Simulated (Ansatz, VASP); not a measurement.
# Pd in VASP and in Ansatz

INCAR

```
SYSTEM = Pd
ALGO = Normal
EDIFF = 1E-6
ENCUT = 520
GGA = RP
ISIF = 2
ISMEAR = -1
ISPIN = 2
LASPH = .True.
LCHARG = .False.
LMAXMIX = 4
LORBIT = 11
LREAL = .False.
LWAVE = .False.
MAGMOM = 0.5
NBANDS = 15
NELM = 150
PREC = Accurate
SIGMA = 0.05
```

Contents of KPOINTS:

```
k-points
0
Gamma
  13 13 13
  0 0 0
```

POSCAR

```
Pd
1.0
    2.7121796966      0.0000000000      0.0000000000
    0.0000000000      2.7121796966      0.0000000000
    0.0000000000      0.0000000000      2.7121796966
Pd
1
Direct
    0.0000000000      0.0000000000      0.0000000000
```

Input for Ansatz:

```yaml
crystal:
  lattice:
    - [2.7121796966, 0.0, 0.0]
    - [0.0, 2.7121796966, 0.0]
    - [0.0, 0.0, 2.7121796966]
  atoms:
    - { symbol: Pd, position: [0.0, 0.0, 0.0], spin: 0.5 }
hamiltonian:
  xc: rpbe
  pseudopotentials:
    kind: paw
    azcp:
      Pd: "pseudopotentials/Pd.paw.azcp"
basis:
  ecutwfc: 420
  fft_grid_basis: typed
kpoints:
  mp_grid: { grid: [13, 13, 13], shift: [0, 0, 0] }
magnetization:
  spin_polarized: true
scf:
  occupations: { method: fermi_dirac, width: 0.05 }
  lower_state_search: "off"
output:
  stress: true
  write_density: true
  write_potential: true
  elf: true
  volumetric_format: npy
```

Alike in both runs: task single point; functional RPBE; k mesh 13 × 13 × 13; occupations fermi-dirac, width 0.05 eV; collinear spin.

```csv
,VASP,Ansatz
version,VASP 6.6.1,Ansatz 0.2.0
potentials or method,"VASP PAW PBE potentials, release 64 (Pd), cutoff 520 eV","plane waves (420 eV) with PAW, scalar-relativistic"
valence electrons in the cell,10,18
```

|  | VASP | Ansatz | Ansatz less VASP |
| --- | --- | --- | --- |
| pressure (GPa) | -6.8 | -6.6 | +0.15 |
| net moment per atom (μB) | 0.00 | 0.00 | 0.000 |

VASP's potentials were made for PBE, not for RPBE. The functional is the same, so the differences come from potentials, cutoffs and numerics. VASP's potentials hold 10 valence electrons a cell and Ansatz's 18, so a difference there can come from the potentials and not from the codes. Ansatz's warnings: seeded moment not kept.
